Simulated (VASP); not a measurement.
Runs of VASP 6.6.1 on TiO. The structure is that of space group F-43m (No. 216), or close to it. The cells are those of the table. 

| task | cell | k mesh | cutoff (eV) | gap on the mesh (eV) | pressure (GPa) | moment (μB) | relaxed volume (Å³/atom) |
| --- | --- | --- | --- | --- | --- | --- | --- |
| relaxation of cell and atoms | relaxed from a = 3.156 Å, angles 60.0°, 2 atoms | 8 × 8 × 8 | 600 | none | -0.3 | 0.00 | (a) |
| relaxation of cell and atoms | relaxed from a = 3.238 Å, angles 60.0°, 2 atoms | 16 × 16 × 16 | 600 | none | 0.0 | 0.02 | 12.04 |
| single point | a = 3.238 Å, angles 60.0°, 2 atoms | 16 × 16 × 16 | 520 | none | 0.6 | 0.02 | - |
| single point | a = 3.238 Å, angles 60.0°, 2 atoms | 8 × 8 × 8 | 520 | none | 0.7 | 0.00 | - |

Alike in all rows: level PBEsol; potentials or basis VASP PAW PBE potentials, release 64 (Ti_sv, O); spin collinear, ferromagnetic start; smearing gaussian 0.1 eV.

Question: Estimate the missing entries.

Answer: (a) 12.06.

Caveats: the PAW data sets were made with another functional, which shifts forces and pressure a little; semilocal functionals often make such compounds metallic where correlation or magnetic order opens a gap, which also shifts bond lengths.

A gap of «none» marks levels without a gap at the run's occupations.
